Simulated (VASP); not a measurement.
Here is a VASP 6.6.1 calculation.

Contents of INCAR:

```
PREC = Accurate ; ENCUT = 520
EDIFF = 1E-8 ; ISMEAR = -1
SIGMA = 0.03 ; LREAL = False
LASPH = True ; NELM = 150
ALGO = Normal ; ISIF = 2
LWAVE = False ; LCHARG = False
ISPIN = 2 ; MAGMOM = 2 0
LORBIT = 11 ; LMAXMIX = 4
GGA = PE ; LEFG = True
NBANDS = 18
```

Contents of KPOINTS:

```
regular mesh
0
Gamma
  13 13 15
```

POSCAR

```
CoO
1.0
   -1.5622289045      1.4990114059      2.1072499549
    1.4990114059     -1.5622289045      2.1072499549
    1.5169888999      1.5169888999     -2.1524899595
Co O
1 1
Direct
    0.0000000000      0.0000000000      0.0000000000
    0.5000000000      0.5000000000      0.0000000000
```

Potentials or basis: VASP PAW PBE potentials, release 64 (Co, O).

Run with:

```console
$ cat potpaw_PBE.64/Co/POTCAR potpaw_PBE.64/O/POTCAR > POTCAR
$ mpirun -np 1 vasp_std > vasp.out
```

Question: Predict the pressure.

Answer: -0.6 GPa.

Question: What does it give for the site moments?

Answer: Co +2.54; O +0.29 μB.

Question: Estimate the net moment.

Answer: 2.88 μB per cell.

Electric field gradients, principal values (V/Å²):
| atom | least | middle | greatest (by size) |
| --- | --- | --- | --- |
| 1 Co | -5.120 | -12.146 | 17.266 |
| 2 O | -5.173 | -5.975 | 11.148 |

Caveat: the cell differs from its parent crystal (equal xy, yz and zx shear strains of -3 %); without QUAD_EFG the Cq values of the log hold for a quadrupole moment of 1 mb, not for the nuclei; a cell with one magnetic atom can't hold antiferromagnetic order, which such compounds often take.
